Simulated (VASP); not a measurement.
# Ga2F: single point with PBE

Crystal: Ga2F.

```xyz
6
Lattice="2.9884 0.0000 0.0000 -1.4942 2.5880 0.0000 0.0000 0.0000 13.0674" Properties=species:S:1:pos:R:3 pbc="T T T"
Ga    0.0000    1.7254    0.2149
Ga    1.4942    0.8627    6.7486
Ga    0.0000    0.0000    2.6426
Ga    0.0000    0.0000    9.1763
F     0.0000    1.7254    5.3097
F     1.4942    0.8627   11.8434
```

```
Program                : VASP 6.6.1
Task                   : single point
Functional             : PBE
Potentials or basis    : VASP PAW PBE potentials, release 64 (Ga_d, F)
Cutoff                 : 520 eV
k mesh                 : 6 × 6 × 2
Occupations            : gaussian, width 0.1 eV
Spin                   : no spin polarisation
Dipole correction      : no
Further INCAR settings : ALGO = Normal; EDIFF = 1e-07; NBANDS = 42
```

```json
{
  "Pressure": "0.2 GPa",
  "Largest force": "0.039 eV/Å",
  "Band gap on the k mesh": "zero (bands 33 and 34 overlap by 2.81 eV)"
}
```

Forces in eV/Å, atoms in the order of the input:
```
Ga   0.000  0.000  0.029
Ga   0.000  0.000  0.029
Ga   0.000  0.000  0.010
Ga   0.000  0.000  0.010
F    0.000  0.000 -0.039
F    0.000  0.000 -0.039
```

Levels at points of the mesh, in eV from the Fermi level:
```
           k point  band 29  band 30  band 31  band 32  band 33  band 34  band 35  band 36
(0.00, 0.00, 0.00)    -4.70    -4.70    -4.70    -3.49    -0.84     1.16     4.07     6.60
(0.50, 0.00, 0.00)    -4.34    -4.15    -3.35    -3.22    -0.81    -0.56    -0.06     0.25
(0.00, 0.00, 0.50)    -4.70    -4.70    -4.33    -4.33     0.14     0.14     5.29     5.29
(0.50, 0.00, 0.50)    -4.28    -4.28    -3.23    -3.23    -0.82    -0.82     0.22     0.22
```

It took 29 s on 1 thread of Intel(R) Xeon(R) 6975P-C (Granite Rapids) (shared host), peak memory 0.23 GiB.

Caveat: the k points lie up to 0.40 Å⁻¹ apart, too coarse for converged energies and pressures of a metal.
